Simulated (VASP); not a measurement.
Crystal: AlNi (rocksalt type).

```
CELL_PARAMETERS angstrom
0.00000 2.42444 2.42444
2.42444 0.00000 2.42444
2.42444 2.42444 0.00000
ATOMIC_POSITIONS crystal
Ni 0.00000 0.00000 0.00000
Al 0.50000 0.50000 0.50000
```

| Quantity | Value |
| --- | --- |
| Program | VASP 6.6.1 |
| Task | relaxation of cell and atoms |
| Functional | PBEsol |
| Potentials or basis | VASP PAW PBE potentials, release 64 (Ni, Al) |
| Cutoff | 600 eV |
| k mesh | 14 × 14 × 14 |
| Occupations | fermi-dirac, width 0.08 eV |
| Spin | no spin polarisation |

At the start: pressure -3.4 GPa; volume 14.25 Å³/atom.

Question: How do energy, volume and symmetry change on relaxing?

Answer: Over 3 steps the energy falls by 4.4 meV/atom and the volume is 13.84 Å³/atom (-2.9 %); space group Fm-3m (No. 225, to 0.05 Å).

The path:
| step | energy change (eV) | largest force (eV/Å) | pressure (GPa) | volume (Å³) |
| --- | --- | --- | --- | --- |
| 1 | 0.0000 | 0.0000 | -3.41 | 28.50 |
| 2 | -0.0064 | 0.0000 | 1.80 | 27.27 |
| 3 | -0.0087 | 0.0000 | -0.02 | 27.69 |

Final structure:
```yaml
crystal:
  lattice:
    - [0.00000, 2.40114, 2.40114]
    - [2.40114, 0.00000, 2.40114]
    - [2.40114, 2.40114, 0.00000]
  atoms:
    - { symbol: Ni, position: [0.00000, 0.00000, 0.00000] }
    - { symbol: Al, position: [0.50000, 0.50000, 0.50000] }
```

Caveat: the PAW data sets were made with another functional, which shifts forces and pressure a little.
